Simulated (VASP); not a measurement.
Runs of VASP 6.6.1 on TeW. Symmetry: Fm-3m, No. 225, cubic system. Conventional cell: a = 5.566 Å, b = 5.566 Å, c = 5.566 Å, α = 90.00°, β = 90.00°, γ = 90.00°. W (site symmetry m-3m) has 6 Te at 2.78 Å within 3.7 Å. Te (site symmetry m-3m) has 6 W at 2.78 Å within 3.7 Å. 

```csv
task,level,spin,fixed moment (μB),cell,cutoff (eV),gap on the mesh (eV),pressure (GPa),moment (μB)
single point,PBEsol,collinear,-,as given,520,none,0.2,1.89
single point,PBEsol,collinear,1.0,as given,520,-,(a),1.00
relaxation of cell and atoms,PBEsol,off,-,relaxed,600,none,0.0,-
single point,r2SCAN,off,-,as given,520,none,0.0,-
```

Alike in all rows: potentials or basis VASP PAW PBE potentials, release 64 (W_sv, Te); k mesh 14 × 14 × 14; smearing gaussian 0.1 eV.

Task: Estimate the missing entries.

Result: (a) -2.1.

Caveats: the PAW data sets were made with another functional, which shifts forces and pressure a little; spin-orbit coupling is left out, which moves the levels of the heavy elements; the total moment is fixed, so each spin has its own Fermi level (at least some runs).

A k mesh can miss the band edges, and the runs leave out spin-orbit coupling on Te, W.

A gap of «none» marks levels without a gap at the run's occupations.
